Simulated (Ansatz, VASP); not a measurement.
**Au in VASP and in Ansatz**

```xyz
4
Lattice="2.9085 0.0000 0.0000 -1.4543 2.5189 0.0000 0.0000 0.0000 9.5851" Properties=species:S:1:pos:R:3 pbc="T T T"
Au    0.0000    0.0000    0.0000
Au    0.0000    0.0000    4.7925
Au    0.0000    1.6792    7.1888
Au    1.4543    0.8396    2.3963
```

Alike in both runs: functional r2SCAN; k mesh 18 × 18 × 6; occupations gaussian, width 0.1 eV; no spin polarisation.

Ansatz relaxed the structure, and its values are those at the end. VASP's run is a single point on that final structure, the one shown.

```csv
,VASP,Ansatz
version,VASP 6.6.1,Ansatz 0.2.0
potentials or method,"VASP PAW PBE potentials, release 64 (Au), cutoff 520 eV","scalar-relativistic, plane waves, PAW"
valence electrons in the cell,44,76
```

VASP gave:

```
gap on the k mesh at the Fermi level (eV) : none
pressure (GPa)                            : 0.2
```

Problem. What did Ansatz give for the same quantities?

Solution. gap on the k mesh at the Fermi level (eV): none; pressure (GPa): 0.0.

VASP's potentials were made for PBE, not for r2SCAN. A gap of «none» marks a metal or a gap that the smearing closes. VASP's potentials hold 44 valence electrons a cell and Ansatz's 76, so a difference there can come from the potentials and not from the codes.

Neither program's run includes spin-orbit coupling.
